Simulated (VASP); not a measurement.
# Ru (P6_3/mmc) in VASP: notebook, part 2 of 3

VASP 6.6.1.

**3. Single point, PBEsol (volume 13.534 Å^3 an atom, c/a of the conventional cell 1.5311)**

File INCAR:

```
SYSTEM = Ru
  PREC = Accurate
  ENCUT = 520
  EDIFF = 1E-6
  ISMEAR = 0
  SIGMA = 0.15
  LREAL = .FALSE.
  LASPH = .TRUE.
  NELM = 80
  ALGO = Fast
  ISIF = 2
  LWAVE = .FALSE.
  LCHARG = .FALSE.
  GGA = PS
  NBANDS = 21
```

File KPOINTS:

```
regular mesh
0
G
  21 21 12
  0 0 0
```

File POSCAR:

```
Ru
1.0
    2.7330064703      0.0000000000      0.0000000000
   -1.3665032351      2.3668530320      0.0000000000
    0.0000000000      0.0000000000      4.1845062067
Ru
2
Direct
    0.3333333333      0.6666666667      0.2500000000
    0.6666666667      0.3333333333      0.7500000000
```

Potentials or basis: VASP PAW PBE potentials, release 64 (Ru_pv).

The run is started by

```bash
cat potpaw_PBE.64/Ru_pv/POTCAR > POTCAR
mpirun -np 1 vasp_std > vasp.out
```

OUTCAR:

```text
SYSTEM = Ru
   PREC = Accurate
   ENCUT = 520
   EDIFF = 1E-6
   ISMEAR = 0
   LREAL = .FALSE.
   LASPH = .TRUE.
   NELM = 80
   ISIF = 2
   GGA = PS

 ion  position               nearest neighbor table
   1  0.333  0.667  0.250-   2 2.62   2 2.62   2 2.62   2 2.62   2 2.62   2 2.62
   2  0.667  0.333  0.750-   1 2.62   1 2.62   1 2.62   1 2.62   1 2.62   1 2.62

  LATTYP: Found a hexagonal cell.
 ALAT       =     2.7330064703
 C/A-ratio  =     1.5311000000

  Lattice vectors:

 A1 = (   2.7330064703,   0.0000000000,   0.0000000000)
 A2 = (  -1.3665032351,   2.3668530320,   0.0000000000)
 A3 = (   0.0000000000,   0.0000000000,   4.1845062067)

Analysis of symmetry for initial positions (statically):
=====================================================================
 Subroutine PRICEL returns:
 Original cell was already a primitive cell.

 Routine SETGRP: Setting up the symmetry group for a
 hexagonal supercell.

 Subroutine GETGRP returns: Found 24 space group operations
 (whereof 12 operations were pure point group operations)
 out of a pool of 24 trial point group operations.

The static configuration has the point symmetry D_3d.
 The point group associated with its full space group is D_6h.

Analysis of symmetry for dynamics (positions and initial velocities):
=====================================================================
 Subroutine PRICEL returns:
 Original cell was already a primitive cell.

 Routine SETGRP: Setting up the symmetry group for a
 hexagonal supercell.

 Subroutine GETGRP returns: Found 24 space group operations
 (whereof 12 operations were pure point group operations)
 out of a pool of 24 trial point group operations.

The dynamic configuration has the point symmetry D_3d.
 The point group associated with its full space group is D_6h.

 Subroutine INISYM returns: Found 24 space group operations
 (whereof 12 operations are pure point group operations),
 and found     1 'primitive' translations

[... 109 lines left out ...]
   ISMEAR =     0;   SIGMA  =   0.15  broadening in eV -4-tet -1-fermi 0-gaus
   EFERMI_NEDOS =   21; number of points for ismear=-14 and -15
   IALGO  =     68    algorithm
   IMIX   =      4    mixing-type and parameters
     AMIX     =   0.40;   BMIX     =  1.00
     AMIX_MAG =   1.60;   BMIX_MAG =  1.00
  volume/ion in A,a.u.               =      13.53        91.33
  Fermi-wavevector in a.u.,A,eV,Ry     =   1.655676  3.128775 37.297165  2.741264
  Thomas-Fermi vector in A             =   2.743732
   LORBIT       =      0    0 simple, 1 ext, 2 COOP (PROOUT), +10 PAW based schemes
   GGA     = PS    functional components
   LHFCALC =     F    Hartree Fock is set to
   AEXX    =    0.0000 exact exchange contribution
   IVDW    =     0    specifies the selected vdW correction
   LEPSILON=     F    determine dielectric tensor
   LRPA    =     F    only Hartree local field effects (RPA)
 non-spin polarized calculation
 RMM-DIIS sequential band-by-band and
 Gauss-broadening in eV      SIGMA  =   0.15
  energy-cutoff  :      520.00
  volume of cell :       27.07
 maximum number of plane-waves:       744
   NGX = 11   NGY = 11   NGZ = 15

 number of electron      27.9999998 magnetization

 Free energy of the ion-electron system (eV)
  ---------------------------------------------------
  ext. energy  EPLUGINS =         0.00000000
  ---------------------------------------------------
  free energy    TOTEN  =       -20.32093897 eV

  energy without entropy =      -20.30205064  energy(sigma->0) =      -20.31149480

 E-fermi :  12.7740     XC(G=0): -14.2976

 val. band max:       12.7727456733   @ k =   0.2857   0.0000   0.0833
 cond. band min:      12.7775930501   @ k =   0.0952   0.0952   0.3333
 fundamental gap:      0.0048473768
 Fermi energy:        12.7740027892

 k-point     1 :       0.0000    0.0000    0.0000
  band No.  band energies     occupation
      1     -30.9064      2.00000
      2     -29.9525      2.00000
      3     -29.9525      2.00000
      4     -29.7478      2.00000
      5     -29.7478      2.00000
      6     -29.6642      2.00000
[... 565 lines left out ...]
     20      23.0338      0.00000
     21      23.2589      0.00000

 [... further k-points ...]

------------------------ aborting loop because EDIFF is reached ----------------------------------------

  FORCE on cell =-STRESS in cart. coord.  units (eV):
  Direction    XX          YY          ZZ          XY          YZ          ZX
  --------------------------------------------------------------------------------------
  -------------------------------------------------------------------------------------
  Total       -1.5285727     -1.5285727      0.7437886     -0.0000000      0.0000000      0.0000000
  in kB      -90.4774846    -90.4774846     44.0254637     -0.0000000      0.0000000      0.0000000
  external PRESSURE =     -45.6431685 kB  Pullay stress =       0.0000000 kB

 VOLUME and BASIS-vectors are now :
 -----------------------------------------------------------------------------
  energy-cutoff  :      520.00
  volume of cell :       27.07
      direct lattice vectors                 reciprocal lattice vectors
     2.733006470  0.000000000  0.000000000     0.365897414  0.211250970  0.000000000
    -1.366503235  2.366853032  0.000000000     0.000000000  0.422501941  0.000000000
     0.000000000  0.000000000  4.184506207     0.000000000  0.000000000  0.238976823

 POSITION                                       TOTAL-FORCE (eV/Angst)
 -----------------------------------------------------------------------------------
     -0.00000      1.57790      1.04613        -0.000000     -0.000000      0.000000
      1.36650      0.78895      3.13838         0.000000      0.000000      0.000000
 -----------------------------------------------------------------------------------
    total drift:                               -0.000000      0.000000     -0.000000

  FREE ENERGIE OF THE ION-ELECTRON SYSTEM (eV)
  ---------------------------------------------------
  free  energy   TOTEN  =       -20.3209389701 eV

  energy  without entropy=      -20.3020506375  energy(sigma->0) =      -20.31149480
```

OSZICAR:

```text
N       E                     dE             d eps       ncg     rms          rms(c)
DAV:   1     0.285422040160E+03    0.28542E+03   -0.17595E+04 14144   0.148E+03
DAV:   2    -0.160674572540E+02   -0.30149E+03   -0.29229E+03 14445   0.445E+02
DAV:   3    -0.218798416764E+02   -0.58124E+01   -0.57803E+01 16607   0.693E+01
DAV:   4    -0.219235382428E+02   -0.43697E-01   -0.43646E-01 17645   0.570E+00
DAV:   5    -0.219241287310E+02   -0.59049E-03   -0.58654E-03 16164   0.582E-01    0.195E+01
RMM:   6    -0.204272738781E+02    0.14969E+01   -0.32424E+00 14479   0.149E+01    0.489E+00
RMM:   7    -0.203303092208E+02    0.96965E-01   -0.40839E-01 15658   0.470E+00    0.927E-01
RMM:   8    -0.203223948740E+02    0.79143E-02   -0.23435E-02 16044   0.148E+00    0.502E-01
RMM:   9    -0.203209073315E+02    0.14875E-02   -0.31059E-03 16271   0.497E-01    0.727E-02
RMM:  10    -0.203209349976E+02   -0.27666E-04   -0.51705E-04 16744   0.212E-01    0.224E-02
RMM:  11    -0.203209396337E+02   -0.46361E-05   -0.83917E-05 17707   0.624E-02    0.981E-03
RMM:  12    -0.203209397522E+02   -0.11843E-06   -0.11588E-05 16400   0.253E-02    0.537E-03
RMM:  13    -0.203209389701E+02    0.78206E-06   -0.20222E-06 11771   0.114E-02
   1 F= -.20320939E+02 E0= -.20311495E+02  d E =-.188883E-01
```

stdout:

```text
POSCAR found type information on POSCAR Ru
 POSCAR found :  1 types and       2 ions
 scaLAPACK will be used
 -----------------------------------------------------------------------------
|                                                                             |
|                                                                             |
|     You enforced a specific xc type in the INCAR file but a different       |
|     I HOPE YOU KNOW WHAT YOU ARE DOING!                                     |
|                                                                             |
 -----------------------------------------------------------------------------

 LDA part: xc-table for (Slater+PW92), standard interpolation
 POSCAR, INCAR and KPOINTS ok, starting setup
 FFT: planning ... GRIDC
 FFT: planning ... GRID_SOFT
 FFT: planning ... GRID
 WAVECAR not read
 entering main loop
```

It took 2.4 min on 1 thread of AMD EPYC 7R43 (Zen 3), shared host; peak memory 0.21 GiB.

Results:

| Property | Result |
| --- | --- |
| Free energy | -20.3209 eV |
| Pressure | -4.6 GPa |
| Band gap on the k mesh | zero (band 14 reaches 14.20 eV, above the bottom of band 15 at 11.05 eV) |

Caveat: the PAW data sets were made with another functional, which shifts forces and pressure a little.

**4. Single point, PBEsol (volume 13.534 Å^3 an atom, c/a of the conventional cell 1.4828)**

File INCAR:

```
SYSTEM = Ru
ALGO = Fast
EDIFF = 1E-6
ENCUT = 520
GGA = PS
ISIF = 2
ISMEAR = 0
LASPH = .TRUE.
LCHARG = .FALSE.
LREAL = .FALSE.
LWAVE = .FALSE.
NBANDS = 21
NELM = 80
PREC = Accurate
SIGMA = 0.15
```

File KPOINTS:

```
k-points
0
G
  21 21 12
  0 0 0
```

File POSCAR:

```
Ru
1.0
    2.7623645135      0.0000000000      0.0000000000
   -1.3811822567      2.3922778432      0.0000000000
    0.0000000000      0.0000000000      4.0960341007
Ru
2
Direct
    0.3333333333      0.6666666667      0.2500000000
    0.6666666667      0.3333333333      0.7500000000
```

The run is started by

```bash
cat potpaw_PBE.64/Ru_pv/POTCAR > POTCAR
mpirun -np 1 vasp_std > vasp.out
```

Wall time 2.8 min (1 thread of AMD EPYC 7R43 (Zen 3), shared host); peak memory 0.22 GiB.

Results (log left out):

* Free energy: -20.2470 eV
* Pressure: -3.0 GPa
* Band gap on the k mesh: zero (band 14 reaches 14.09 eV, above the bottom of band 15 at 10.94 eV)

Stress tensor (GPa, compression positive):
```
-12.16   0.00   0.00
  0.00 -12.16   0.00
  0.00   0.00  15.23
```

Levels at points of the mesh, in eV from the Fermi level:
```csv
k point,band 10,band 11,band 12,band 13,band 14,band 15,band 16,band 17,band 18,band 19
"(0.00, 0.00, 0.00)",-2.72,-1.92,-1.92,-1.87,-1.87,-1.85,1.17,1.17,2.01,10.25
"(0.00, 0.00, 0.50)",-3.07,-3.07,-3.07,-2.41,-2.41,0.63,0.63,0.63,0.63,10.26
```

Caveat: the PAW data sets were made with another functional, which shifts forces and pressure a little.

(Part 2 of 3 ends here.)
